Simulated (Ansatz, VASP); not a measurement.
**MgO: VASP beside Ansatz**

Contents of INCAR:

```
SYSTEM = MgO
ALGO = Normal
EDIFF = 1E-6
ENCUT = 520
GGA = PE
ISIF = 2
ISMEAR = 0
LASPH = .TRUE.
LCHARG = .FALSE.
LREAL = .FALSE.
LWAVE = .FALSE.
NBANDS = 11
NELM = 60
PREC = Accurate
SIGMA = 0.02
```

The input KPOINTS:

```
k-points
0
G
  10 10 10
  0 0 0
```

Contents of POSCAR:

```
MgO
1.0
    0.0000000000      2.1053674369      2.1053674369
    2.1053674369      0.0000000000      2.1053674369
    2.1053674369      2.1053674369      0.0000000000
Mg O
1 1
Direct
    0.0000000000      0.0000000000      0.0000000000
    0.5000000000      0.5000000000      0.5000000000
```

Input for Ansatz:

```yaml
crystal:
  lattice:
    - [0.0, 2.1053674368, 2.1053674368]
    - [2.1053674368, 0.0, 2.1053674368]
    - [2.1053674368, 2.1053674368, 0.0]
  atoms:
    - { symbol: Mg, position: [0.0, 0.0, 0.0] }
    - { symbol: O, position: [0.5, 0.5, 0.5] }
basis:
  ecutwfc: 420
kpoints:
  mp_grid: { grid: [10, 10, 10] }
hamiltonian:
  xc: pbe
scf:
  occupations: { method: gaussian, width: 0.02 }
output:
  forces: true
  stress: true
  eigenvalues: true
```

Alike in both runs: task single point; functional PBE; k mesh 10 × 10 × 10; occupations gaussian, width 0.02 eV; no spin polarisation.

|  | VASP | Ansatz |
| --- | --- | --- |
| version | VASP 6.6.1 | Ansatz 0.2.0 |
| potentials or method | VASP PAW PBE potentials, release 64 (Mg, O), cutoff 520 eV | scalar-relativistic, plane waves, PAW |
| valence electrons in the cell | 8 | 16 |

|  | VASP | Ansatz | Ansatz less VASP |
| --- | --- | --- | --- |
| gap on the k mesh at the Fermi level (eV) | 4.74 | 4.75 | +0.017 |
| least direct gap on the mesh (eV) | 4.74 | 4.75 | +0.017 |
| pressure (GPa) | 4.1 | 4.8 | +0.73 |

With one functional, cell and mesh, what is left measures potentials, basis and numerics. VASP's potentials hold 8 valence electrons a cell and Ansatz's 16, so a difference there can come from the potentials and not from the codes.
